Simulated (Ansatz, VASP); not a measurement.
## Al3BN2 in VASP and in Ansatz

```
Al B N
1.0
    -1.52046    1.52046    7.69843
     1.52046   -1.52046    7.69843
     1.52046    1.52046   -7.69843
Al B N
3 1 2
Direct
  0.75000 0.25000 0.50000
  0.10292 0.60292 0.50000
  0.39708 0.89708 0.50000
  0.00000 0.00000 0.00000
  0.67694 0.67694 0.00000
  0.32306 0.32306 0.00000
```

Alike in both runs: functional PBE; k mesh 14 × 14 × 14; occupations gaussian, width 0.1 eV; no spin polarisation.

Ansatz relaxed the structure, and its values are those at the end. VASP's run is a single point on that final structure, the one shown.

|  | VASP | Ansatz |
| --- | --- | --- |
| version | VASP 6.6.1 | Ansatz 0.2.0 |
| potentials or method | VASP PAW PBE potentials, release 64 (Al, B, N), cutoff 520 eV | scalar-relativistic, plane waves, PAW |
| valence electrons in the cell | 22 | 22 |

|  | VASP | Ansatz | Ansatz less VASP |
| --- | --- | --- | --- |
| gap on the k mesh at the Fermi level (eV) | none | none | - |
| pressure (GPa) | -0.2 | 0.0 | +0.18 |
| rms of the force components (eV/Å) | 0.004 | 0.000 | -0.0037 |

A gap of «none» marks a metal or a gap that the smearing closes. With one functional, cell and mesh, what is left measures potentials, basis and numerics.
